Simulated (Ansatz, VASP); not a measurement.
CaF2 in VASP and in Ansatz

```
CELL_PARAMETERS angstrom
0.00000 2.66274 2.66274
2.66274 0.00000 2.66274
2.66274 2.66274 0.00000
ATOMIC_POSITIONS crystal
Ca 0.00000 0.00000 0.00000
F 0.25000 0.25000 0.25000
F 0.75000 0.75000 0.75000
```

Alike in both runs: task single point; functional LDA; k mesh 8 × 8 × 8; occupations gaussian, width 0.02 eV; no spin polarisation.

|  | VASP | Ansatz |
| --- | --- | --- |
| version | VASP 6.6.1 | Ansatz 0.2.0 |
| potentials or method | VASP PAW LDA potentials, release 64 (Ca_sv, F), cutoff 600 eV | scalar-relativistic, plane waves, PAW |
| valence electrons in the cell | 24 | 24 |

VASP gave:

| Quantity | Value |
| --- | --- |
| gap on the k mesh at the Fermi level (eV) | 7.36 |
| least direct gap on the mesh (eV) | 7.63 |
| pressure (GPa) | 0.5 |

Task: Which values does Ansatz return?

Result: gap on the k mesh at the Fermi level (eV): 7.38; least direct gap on the mesh (eV): 7.65; pressure (GPa): 0.0.

Ansatz warns that its potentials were made for another functional, while VASP's fit it. LDA's correlation is that of Perdew and Zunger in VASP and of Perdew and Wang (1992) in Ansatz.
